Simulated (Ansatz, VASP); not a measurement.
Two plane-wave programs on CdS

Contents of INCAR:

```
SYSTEM = CdS
ALGO     = Normal         ! electronic algorithm
EDIFF    = 1E-6           ! SCF threshold, eV
ENCUT    = 520            ! plane-wave cutoff, eV
GGA      = PS             ! functional
ISIF     = 2              ! what is computed and relaxed
ISMEAR   = 0              ! smearing method
LASPH    = .TRUE.         ! aspherical terms in the spheres
LCHARG   = .FALSE.        ! write CHGCAR
LREAL    = .FALSE.        ! projectors in reciprocal space
LWAVE    = .FALSE.        ! write WAVECAR
NBANDS   = 16             ! bands
NELM     = 80             ! most SCF steps
PREC     = Accurate       ! precision mode
SIGMA    = 0.01           ! smearing width, eV
```

KPOINTS

```
k-points
0
G
  12 12 6
  0 0 0
```

File POSCAR:

```
CdS
1.0
    4.2611700000      0.0000000000      0.0000000000
   -2.1305850000      3.6902810000      0.0000000000
    0.0000000000      0.0000000000      5.8041730000
Cd S
1 1
Direct
    0.0000000000      0.0000000000      0.4426920000
    0.6666666667      0.3333333333      0.4343080000
```

Input for Ansatz:

```yaml
crystal:
  lattice:
    - [4.26117, 0.0, 0.0]
    - [-2.130585, 3.690281, 0.0]
    - [0.0, 0.0, 5.804173]
  atoms:
    - { symbol: Cd, position: [0.0, 0.0, 0.442692] }
    - { symbol: S, position: [0.6666666666666666, 0.3333333333333333, 0.434308] }
kpoints:
  mp_grid:
    grid: [12, 12, 6]
hamiltonian:
  xc: pbesol
  pseudopotentials:
    kind: paw
scf:
  occupations:
    method: fixed
output:
  eigenvalues: true
```

Alike in both runs: task single point; functional PBEsol; k mesh 12 × 12 × 6; no spin polarisation.

|  | VASP | Ansatz |
| --- | --- | --- |
| version | VASP 6.6.1 | Ansatz 0.2.0 |
| potentials or method | VASP PAW PBE potentials, release 64 (Cd, S) | plane waves, PAW |
| plane-wave cutoff (eV) | 520 | 420 |
| occupations | gaussian, width 0.01 eV | fixed |
| valence electrons in the cell | 18 | 26 |

```tsv
	VASP	Ansatz	Ansatz less VASP
gap on the k mesh at the Fermi level (eV)	1.42	1.42	-0.003
```

VASP's potentials were made for PBE, not for PBEsol. VASP's potentials hold 18 valence electrons a cell and Ansatz's 26, so a difference there can come from the potentials and not from the codes.
